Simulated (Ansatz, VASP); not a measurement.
## YBePb: VASP beside Ansatz

```
CELL_PARAMETERS angstrom
4.06969 0.00000 0.00000
0.00000 4.06969 0.00000
0.00000 0.00000 7.17419
ATOMIC_POSITIONS crystal
Pb 0.00000 0.50000 0.20800
Pb 0.50000 0.00000 0.79200
Y 0.00000 0.50000 0.65000
Y 0.50000 0.00000 0.35000
Be 0.00000 0.00000 0.00000
Be 0.50000 0.50000 0.00000
```

Alike in both runs: task single point; functional r2SCAN; k mesh 6 × 6 × 4; occupations methfessel-paxton of order 1, width 0.1803 eV; no spin polarisation.

|  | VASP | Ansatz |
| --- | --- | --- |
| version | VASP 6.6.1 | Ansatz 0.2.0 |
| potentials or method | VASP PAW PBE potentials, release 64 (Pb_d, Y_sv, Be), cutoff 520 eV | PAW plane waves |
| valence electrons in the cell | 54 | 54 |

|  | VASP | Ansatz | Ansatz less VASP |
| --- | --- | --- | --- |
| pressure (GPa) | 8.4 | 8.4 | -0.01 |
| traceless stress, the component that is largest in VASP (GPa) | -1.63 | -1.65 | -0.021 |
| rms of the force components (eV/Å) | 0.202 | 0.203 | +0.0010 |

VASP's potentials were made for PBE, not for r2SCAN. Atom by atom the forces differ by 0.001 eV/Å (rms over components). With one functional, cell and mesh, what is left measures potentials, basis and numerics.

Spin-orbit coupling is off throughout.
